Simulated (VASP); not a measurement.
# Cu3Pt (Pm-3m) in VASP: further runs

Runs on Cu3Pt. Level: LDA. Tasks: single point.

Everything below comes from runs of VASP 6.6.1. Logs are shortened: lines on timing, memory, paths and dates and some standing lists are left out, and cuts for length are marked.

## Step 1: The cell of the first run

It takes space group Pm-3m (No. 221, cubic). Conventional cell: a = 3.710 Å, b = 3.710 Å, c = 3.710 Å, α = 90.00°, β = 90.00°, γ = 90.00°. Cu (site symmetry 4/mmm) has 8 Cu at 2.62 Å and 4 Pt at 2.62 Å within 3.5 Å. Pt (site symmetry m-3m) has 12 Cu at 2.62 Å within 3.5 Å.

## Step 2: Single point, LDA

Contents of INCAR:

```
ALGO = Normal ; EDIFF = 1E-6
ENCUT = 520 ; GGA = CA
ISIF = 2 ; ISMEAR = -1
LASPH = T ; LCHARG = F
LREAL = F ; LWAVE = F
NBANDS = 30 ; NELM = 80
PREC = Accurate ; SIGMA = 0.1
```

Contents of KPOINTS:

```
k-points
0
Gamma
  6 6 6
```

Contents of POSCAR:

```
Cu3Pt
1.0
    3.7100000000      0.0000000000      0.0000000000
    0.0000000000      3.7100000000      0.0000000000
    0.0000000000      0.0000000000      3.7100000000
Cu Pt
3 1
Direct
    0.0000000000      0.5000000000      0.5000000000
    0.5000000000      0.0000000000      0.5000000000
    0.5000000000      0.5000000000      0.0000000000
    0.0000000000      0.0000000000      0.0000000000
```

Potentials or basis: VASP PAW LDA potentials, release 64 (Cu, Pt).

Run with:

```sh
cat potpaw_LDA.64/Cu/POTCAR potpaw_LDA.64/Pt/POTCAR > POTCAR
mpirun -np 1 vasp_std > vasp.out
```

OUTCAR:

```text
EDIFF = 1E-6
   ENCUT = 520
   GGA = CA
   ISIF = 2
   ISMEAR = -1
   LASPH = T
   LREAL = F
   NELM = 80
   PREC = Accurate

 ion  position               nearest neighbor table
   1  0.000  0.500  0.500-   2 2.62   3 2.62   4 2.62   3 2.62   4 2.62   2 2.62   4 2.62   4 2.62
                             2 2.62   3 2.62   3 2.62   2 2.62
   2  0.500  0.000  0.500-   1 2.62   3 2.62   4 2.62   3 2.62   4 2.62   1 2.62   3 2.62   3 2.62
                             1 2.62   4 2.62   4 2.62   1 2.62
   3  0.500  0.500  0.000-   1 2.62   2 2.62   4 2.62   1 2.62   2 2.62   2 2.62   4 2.62   2 2.62
                             1 2.62   4 2.62   1 2.62   4 2.62
   4  0.000  0.000  0.000-   1 2.62   2 2.62   3 2.62   1 2.62   2 2.62   1 2.62   3 2.62   1 2.62
                             2 2.62   3 2.62   2 2.62   3 2.62

  LATTYP: Found a simple cubic cell.
 ALAT       =     3.7100000000

  Lattice vectors:

 A1 = (   3.7100000000,   0.0000000000,   0.0000000000)
 A2 = (   0.0000000000,   3.7100000000,   0.0000000000)
 A3 = (   0.0000000000,   0.0000000000,   3.7100000000)

Analysis of symmetry for initial positions (statically):
=====================================================================
 Subroutine PRICEL returns:
 Original cell was already a primitive cell.

 Routine SETGRP: Setting up the symmetry group for a
 simple cubic supercell.

 Subroutine GETGRP returns: Found 48 space group operations
 (whereof 48 operations were pure point group operations)
 out of a pool of 48 trial point group operations.

The static configuration has the point symmetry O_h .

Analysis of symmetry for dynamics (positions and initial velocities):
=====================================================================
 Subroutine PRICEL returns:
 Original cell was already a primitive cell.

 Routine SETGRP: Setting up the symmetry group for a
 simple cubic supercell.

 Subroutine GETGRP returns: Found 48 space group operations
 (whereof 48 operations were pure point group operations)
 out of a pool of 48 trial point group operations.

The dynamic configuration has the point symmetry O_h .

 Subroutine INISYM returns: Found 48 space group operations
 (whereof 48 operations are pure point group operations),
 and found     1 'primitive' translations

----------------------------------------------------------------------------------------

                                     Primitive cell

  volume of cell :      51.0648

  direct lattice vectors                    reciprocal lattice vectors
     3.710000000  0.000000000  0.000000000     0.269541779  0.000000000  0.000000000
     0.000000000  3.710000000  0.000000000     0.000000000  0.269541779  0.000000000
     0.000000000  0.000000000  3.710000000     0.000000000  0.000000000  0.269541779

  length of vectors
     3.710000000  3.710000000  3.710000000     0.269541779  0.269541779  0.269541779

  position of ions in fractional coordinates (direct lattice)
     0.000000000  0.500000000  0.500000000
     0.500000000  0.000000000  0.500000000
     0.500000000  0.500000000  0.000000000
     0.000000000  0.000000000  0.000000000

  ion indices of the primitive-cell ions
   primitive index   ion index
                 1           1
                 2           2
                 3           3
                 4           4

----------------------------------------------------------------------------------------

 KPOINTS: k-points

Automatic generation of k-mesh.
 Grid dimensions read from file:
 generate k-points for:    6    6    6

 Generating k-lattice:

  Cartesian coordinates                     Fractional coordinates (reciprocal lattice)
     0.044923630  0.000000000  0.000000000     0.166666667  0.000000000  0.000000000
     0.000000000  0.044923630  0.000000000     0.000000000  0.166666667  0.000000000
     0.000000000  0.000000000  0.044923630     0.000000000  0.000000000  0.166666667

  Length of vectors
     0.044923630  0.044923630  0.044923630

  Shift w.r.t. Gamma in fractional coordinates (k-lattice)
     0.000000000  0.000000000  0.000000000

 Subroutine IBZKPT returns following result:
 ===========================================

 Found     20 irreducible k-points:

 Following reciprocal coordinates:
            Coordinates               Weight
  0.000000  0.000000  0.000000      1.000000
  0.166667  0.000000  0.000000      6.000000
  0.333333  0.000000  0.000000      6.000000
  0.500000  0.000000  0.000000      3.000000
  0.166667  0.166667  0.000000     12.000000
  0.333333  0.166667  0.000000     24.000000
[... 12 lines left out ...]
  0.500000  0.500000  0.333333      6.000000
  0.500000  0.500000  0.500000      1.000000
   k-points           NKPTS =     20   k-points in BZ     NKDIM =     20   number of bands    NBANDS=     30
   number of dos      NEDOS =    301   number of ions     NIONS =      4
   total plane-waves  NPLWV =  21952
   dimension x,y,z NGX =    28 NGY =   28 NGZ =   28
   dimension x,y,z NGXF=    56 NGYF=   56 NGZF=   56
   ions per type =               3   1
   NGX,Y,Z   is equivalent  to a cutoff of  12.55, 12.55, 12.55 a.u.
   NGXF,Y,Z  is equivalent  to a cutoff of  25.09, 25.09, 25.09 a.u.
 SYSTEM =  unknown system
   PREC   = accura    normal or accurate (medium, high low for compatibility)
   ISTART =      0    job   : 0-new  1-cont  2-samecut
   ICHARG =      2    charge: 1-file 2-atom 10-const
   ISPIN  =      1    spin polarized calculation?
   LNONCOLLINEAR =      F non collinear calculations
   LSORBIT =      F    spin-orbit coupling
   LASPH  =      T    aspherical Exc in radial PAW
   ENCUT  =  520.0 eV  38.22 Ry    6.18 a.u.   6.90  6.90  6.90*2*pi/ulx,y,z
   NELM   =     80;   NELMIN=  2; NELMDL= -5     # of ELM steps
   EDIFF  = 0.1E-05   stopping-criterion for ELM
   LREAL  =      F    real-space projection
   EDIFFG = 0.1E-04   stopping-criterion for IOM
   NSW    =      0    number of steps for IOM
   IBRION =     -1    ionic relax: 0-MD 1-quasi-New 2-CG
   NFREE  =      0    steps in history (QN), initial steepest desc. (CG)
   ISIF   =      2    stress and relaxation
   ISYM   =      2    0-nonsym 1-usesym 2-fastsym
   POTIM  = 0.5000    time-step for ionic-motion
   TEBEG  =    0.0;   TEEND  =   0.0 temperature during run
   PSTRESS=    0.0 pullay stress
   NELECT =      43.0000    total number of electrons
   NUPDOWN=      -1.0000    fix difference up-down
   EMIN   =  10.00;   EMAX   =-10.00  energy-range for DOS
   EFERMI =   0.00;   METHOD = LEGACY
   ISMEAR =    -1;   SIGMA  =   0.10  broadening in eV -4-tet -1-fermi 0-gaus
   EFERMI_NEDOS =   21; number of points for ismear=-14 and -15
   IALGO  =     38    algorithm
   IMIX   =      4    mixing-type and parameters
     AMIX     =   0.40;   BMIX     =  1.00
     AMIX_MAG =   1.60;   BMIX_MAG =  1.00
  volume/ion in A,a.u.               =      12.77        86.15
  Fermi-wavevector in a.u.,A,eV,Ry     =   1.545932  2.921388 32.516645  2.389906
  Thomas-Fermi vector in A             =   2.651240
   LORBIT       =      0    0 simple, 1 ext, 2 COOP (PROOUT), +10 PAW based schemes
   GGA     = CA    functional components
   LHFCALC =     F    Hartree Fock is set to
   AEXX    =    0.0000 exact exchange contribution
   IVDW    =     0    specifies the selected vdW correction
   LEPSILON=     F    determine dielectric tensor
   LRPA    =     F    only Hartree local field effects (RPA)
 non-spin polarized calculation
  energy-cutoff  :      520.00
  volume of cell :       51.06
 maximum number of plane-waves:      1406
 NGX is ok and might be reduce to    28
   NGX = 13   NGY = 13   NGZ = 13

 number of electron      43.0000101 magnetization

 Free energy of the ion-electron system (eV)
  ---------------------------------------------------
  ext. energy  EPLUGINS =         0.00000000
  ---------------------------------------------------
  free energy    TOTEN  =       -22.07237876 eV

  energy without entropy =      -22.02078306  energy(sigma->0) =      -22.04658091

 E-fermi :   7.9130     XC(G=0): -13.2024

 val. band max:        7.8845430344   @ k =   0.5000   0.5000   0.0000
 cond. band min:       8.1041843158   @ k =   0.3333   0.1667   0.1667
 fundamental gap:      0.2196412814
 Fermi energy:         7.9130345654

 k-point     1 :       0.0000    0.0000    0.0000
  band No.  band energies     occupation
      1      -1.2114      2.00000
      2       2.5563      2.00000
      3       2.5563      2.00000
      4       3.3876      2.00000
      5       3.3876      2.00000
      6       3.3876      2.00000
[... 22 lines left out ...]
     29      19.5607      0.00000
     30      19.5607      0.00000

 k-point     2 :       0.1667    0.0000    0.0000
  band No.  band energies     occupation
      1      -0.8670      2.00000
      2       2.6957      2.00000
      3       2.7165      2.00000
      4       3.4844      2.00000
      5       3.5087      2.00000
      6       3.5087      2.00000
[... 22 lines left out ...]
     29      19.2787      0.00000
     30      19.4068      0.00000

 k-point     3 :       0.3333    0.0000    0.0000
  band No.  band energies     occupation
      1       0.1017      2.00000
      2       2.6858      2.00000
      3       3.0939      2.00000
      4       3.7326      2.00000
      5       3.8637      2.00000
      6       3.8637      2.00000
[... 22 lines left out ...]
     29      18.2403      0.00000
     30      19.2174      0.00000

 k-point     4 :       0.5000    0.0000    0.0000
  band No.  band energies     occupation
      1       1.1584      2.00000
      2       1.9744      2.00000
      3       3.3276      2.00000
      4       3.9206      2.00000
      5       4.2514      2.00000
      6       4.2514      2.00000
[... 484 lines left out ...]
     29      23.8745      0.00000
     30      24.2457      0.00000

 k-point    19 :       0.5000    0.5000    0.3333
  band No.  band energies     occupation
      1       2.4789      2.00000
      2       2.6323      2.00000
      3       2.6323      2.00000
      4       3.1661      2.00000
      5       4.8106      2.00000
      6       5.1065      2.00000
[... 22 lines left out ...]
     29      25.1716      0.00000
     30      25.1720      0.00000

 k-point    20 :       0.5000    0.5000    0.5000
  band No.  band energies     occupation
      1       2.4386      2.00000
      2       2.4386      2.00000
      3       2.4386      2.00000
      4       3.1287      2.00000
      5       4.9679      2.00000
      6       4.9679      2.00000
[... 22 lines left out ...]
     29      26.9054      0.00000
     30      26.9093      0.00000

------------------------ aborting loop because EDIFF is reached ----------------------------------------

  FORCE on cell =-STRESS in cart. coord.  units (eV):
  Direction    XX          YY          ZZ          XY          YZ          ZX
  --------------------------------------------------------------------------------------
  -------------------------------------------------------------------------------------
  Total       -3.7098044     -3.7098044     -3.7098044      0.0000000      0.0000000     -0.0000000
  in kB     -116.3964840   -116.3964840   -116.3964840      0.0000000      0.0000000     -0.0000000
  external PRESSURE =    -116.3964840 kB  Pullay stress =       0.0000000 kB

 VOLUME and BASIS-vectors are now :
 -----------------------------------------------------------------------------
  energy-cutoff  :      520.00
  volume of cell :       51.06
      direct lattice vectors                 reciprocal lattice vectors
     3.710000000  0.000000000  0.000000000     0.269541779  0.000000000  0.000000000
     0.000000000  3.710000000  0.000000000     0.000000000  0.269541779  0.000000000
     0.000000000  0.000000000  3.710000000     0.000000000  0.000000000  0.269541779

 POSITION                                       TOTAL-FORCE (eV/Angst)
 -----------------------------------------------------------------------------------
      0.00000      1.85500      1.85500         0.000000      0.000000      0.000000
      1.85500      0.00000      1.85500         0.000000      0.000000      0.000000
      1.85500      1.85500      0.00000         0.000000      0.000000      0.000000
      0.00000      0.00000      0.00000         0.000000      0.000000      0.000000
 -----------------------------------------------------------------------------------
    total drift:                                0.000000      0.000000      0.000000

  FREE ENERGIE OF THE ION-ELECTRON SYSTEM (eV)
  ---------------------------------------------------
  free  energy   TOTEN  =       -22.0723787563 eV

  energy  without entropy=      -22.0207830605  energy(sigma->0) =      -22.04658091
```

Run time: 26 s. Hardware: 1 thread of Intel Xeon Platinum 8259CL at 2.50GHz (Skylake/Cascade Lake), shared host; peak memory 0.15 GiB.

Results:

| Quantity | Value |
| --- | --- |
| Free energy | -22.0724 eV |
| Pressure | -11.6 GPa |

Caveat: spin-orbit coupling is left out, which moves the levels of the heavy elements.

## Step 3: Single point, LDA

Contents of INCAR:

```
PREC = Accurate
ENCUT = 520
EDIFF = 1E-7
ISMEAR = -1
SIGMA = 0.1
LREAL = False
LASPH = True
NELM = 60
ALGO = Normal
ISIF = 2
LWAVE = False
LCHARG = False
NBANDS = 30
```

Contents of KPOINTS:

```
regular mesh
0
Gamma
  6 6 6
```

POSCAR is that of step 2.

Potentials or basis: VASP PAW LDA potentials, release 64 (Cu, Pt).

Run with:

```sh
cat potpaw_LDA.64/Cu/POTCAR potpaw_LDA.64/Pt/POTCAR > POTCAR
mpirun -np 1 vasp_std > vasp.out
```

Run time: 30 s. Hardware: 1 thread of Intel Xeon Platinum 8259CL at 2.50GHz (Skylake/Cascade Lake), shared host; peak memory 0.16 GiB.

Results (log left out):

```yaml
Free_energy: -22.0724 eV
Pressure: -11.7 GPa
```

Levels at points of the mesh, in eV from the Fermi level:
```tsv
k point	band 19	band 20	band 21	band 22	band 23	band 24	band 25	band 26
(0.00, 0.00, 0.00)	-0.08	-0.08	-0.08	1.95	1.95	1.95	7.20	8.88
(0.50, 0.00, 0.00)	-1.41	-1.19	-1.05	-0.13	6.72	6.72	7.61	7.61
(0.50, 0.50, 0.00)	-1.47	-1.47	-0.03	-0.03	0.85	1.82	9.17	10.28
(0.50, 0.50, 0.50)	-0.71	-0.48	-0.48	-0.28	-0.28	-0.28	3.79	5.46
```

Caveat: spin-orbit coupling is left out, which moves the levels of the heavy elements.
